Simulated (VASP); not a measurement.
Runs of VASP 6.6.1 on HfN (rocksalt type). The structure is that of space group Fm-3m (No. 225), or close to it. The cells are those of the table. 

| cell | gap on the mesh (eV) | pressure (GPa) |
| --- | --- | --- |
| a = 2.622 Å, angles 60.0°, 2 atoms | none | 591.0 |
| a = 2.868 Å, angles 60.0°, 2 atoms | none | 182.9 |
| a = 3.200 Å, angles 60.0°, 2 atoms | none | -2.6 |
| a = 3.135 Å, angles 60.0°, 2 atoms | none | (a) |
| a = 2.971 Å, angles 60.0°, 2 atoms | none | (b) |

Alike in all rows: task single point; level r2SCAN; potentials or basis VASP PAW PBE potentials, release 64 (Hf_pv, N); no spin polarisation; k mesh 15 × 15 × 15; cutoff (eV) 520; smearing fermi-dirac 0.1 eV.

Task: Estimate the missing entries.

Result: (a) 17.1; (b) 98.2.

Caveats: the PAW data sets were made with another functional, which shifts forces and pressure a little; spin-orbit coupling is left out, which moves the levels of the heavy elements; the cell stands under pressure (at least some runs).

A k mesh can miss the band edges, and the runs leave out spin-orbit coupling on Hf.

A gap of «none» marks levels without a gap at the run's occupations.
